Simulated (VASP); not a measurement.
Runs of VASP 6.6.1 on MnO2. Symmetry: P4_2/mnm, No. 136, tetragonal system. Conventional cell: a = 4.396 Å, b = 4.396 Å, c = 2.871 Å, α = 90.00°, β = 90.00°, γ = 90.00°. Within 2.5 Å of Mn (site symmetry mmm) lie 6 O at 1.88 to 1.89 Å. O (site symmetry m2m) has 3 Mn at 1.88 to 1.89 Å and 1 O at 2.46 Å within 2.5 Å. 

```tsv
spin	fixed moment (μB)	pressure (GPa)	moment (μB)	largest force (eV/Å)
collinear, ferromagnetic start	12.0	80.0	12.00	2.33
collinear, ferromagnetic start	8.0	31.1	8.00	0.27
collinear, zero start	0.0	-0.9	0.00	0.51
collinear, ferromagnetic start	4.0	(a)	4.00	0.47
```

Alike in all rows: task single point; level PBE+U; potentials or basis VASP PAW PBE potentials, release 64 (Mn_pv, O); Mn d U = 3.9 eV; cell as given; k mesh 5 × 5 × 8; cutoff (eV) 520; smearing gaussian 0.05 eV.

Task: Estimate the missing entries.

Result: (a) 7.5.

Caveats: the total moment is fixed, so each spin has its own Fermi level; the cell stands under pressure (at least some runs); forces of over 1 eV/Å act on the atoms, so gaps and moduli don't describe the material at rest (at least some runs).
